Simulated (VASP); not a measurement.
# Nb: single point with PBEsol

Crystal: Nb.

```
Nb
1.0
    -0.05287    2.11500    2.11500
     2.11500   -0.05287    2.11500
     2.06212    2.06212    0.00000
Nb
1
Cartesian
  0.0000 0.0000 0.0000
```

This cell differs from its parent crystal: strain -0.0500 x Voigt [0, 0, 0, 0, 0, 1].

```json
{
 "Program": "VASP 6.6.1",
 "Task": "single point",
 "Functional": "PBEsol",
 "Potentials or basis": "VASP PAW PBE potentials, release 64 (Nb_sv)",
 "Cutoff": "520 eV",
 "k mesh": "20 × 20 × 20",
 "Occupations": "gaussian, width 0.15 eV",
 "Spin": "no spin polarisation",
 "Dipole correction": "no",
 "Further INCAR settings": "ALGO = Fast; EDIFF = 1e-06; NBANDS = 12"
}
```

- Pressure: -7.3 GPa
- Band gap on the k mesh: zero (an odd number of electrons rules out a gap without spin polarisation)

Stress tensor (GPa, compression positive):
```
-7.21 -1.94  0.00
-1.94 -7.21  0.00
 0.00  0.00 -7.51
```

Levels at points of the mesh, in eV from the Fermi level:
| k point | band 2 | band 3 | band 4 | band 5 | band 6 | band 7 | band 8 | band 9 | band 10 | band 11 |
| --- | --- | --- | --- | --- | --- | --- | --- | --- | --- | --- |
| (0.00, 0.00, 0.00) | -30.16 | -30.11 | -30.03 | -6.22 | -0.25 | 0.07 | 0.52 | 2.72 | 2.72 | 11.83 |
| (0.50, 0.00, 0.00) | -31.26 | -30.24 | -30.18 | -3.81 | -0.28 | 0.32 | 1.12 | 4.35 | 4.79 | 10.08 |
| (0.50, 0.50, 0.00) | -31.19 | -30.61 | -30.42 | -4.02 | -3.28 | 3.54 | 4.64 | 5.22 | 5.23 | 10.49 |
| (0.00, 0.00, 0.50) | -31.30 | -30.31 | -30.28 | -3.80 | -0.43 | 0.14 | 1.59 | 4.52 | 4.91 | 10.67 |
| (0.50, 0.00, 0.50) | -31.21 | -30.52 | -30.52 | -4.01 | -3.27 | 3.55 | 4.52 | 5.19 | 5.31 | 11.17 |

Wall time 4.8 min on 1 thread of Intel(R) Xeon(R) Platinum 8488C (Sapphire Rapids) (shared host), peak memory 0.36 GiB.

Caveat: the cell differs from its parent crystal (strain -0.0500 x Voigt [0, 0, 0, 0, 0, 1]); the cell stands under tension; the PAW data sets were made with another functional, which shifts forces and pressure a little.
